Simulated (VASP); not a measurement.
Here is a VASP 6.6.1 calculation.

INCAR

```
PREC = Accurate
ENCUT = 500
EDIFF = 1E-7
ISMEAR = -1
SIGMA = 0.05
LREAL = F
LASPH = T
NELM = 120
ALGO = Normal
ISIF = 3
LWAVE = F
LCHARG = F
GGA = CA
IBRION = 2
NSW = 60
EDIFFG = -0.01
GGA_COMPAT = F
NELMIN = 4
```

Contents of KPOINTS:

```
regular mesh
0
Gamma
  7 7 7
```

Contents of POSCAR:

```
CdTe
1.0
    0.0000000000      3.2050000000      3.2050000000
    3.2050000000      0.0000000000      3.2050000000
    3.2050000000      3.2050000000      0.0000000000
Te Cd
1 1
Direct
    0.7500000000      0.7500000000      0.7500000000
    0.0000000000      0.0000000000      0.0000000000
```

Potentials or basis: VASP PAW LDA potentials, release 64 (Te, Cd).

Launch:

```console
$ cat potpaw_LDA.64/Te/POTCAR potpaw_LDA.64/Cd/POTCAR > POTCAR
$ mpirun -np 1 vasp_std > vasp.out
```

Problem. What does it give for the relaxed volume?

Solution. 33.10 Å³/atom.

Problem. Estimate the relaxed cell.

Solution. a = 4.541 Å, b = 4.541 Å, c = 4.541 Å, α = 60.00°, β = 60.00°, γ = 60.00°.

Final structure:
```
CELL_PARAMETERS angstrom
0.00000 3.21071 3.21071
3.21071 0.00000 3.21071
3.21071 3.21071 0.00000
ATOMIC_POSITIONS crystal
Te 0.75000 0.75000 0.75000
Cd 0.00000 0.00000 0.00000
```
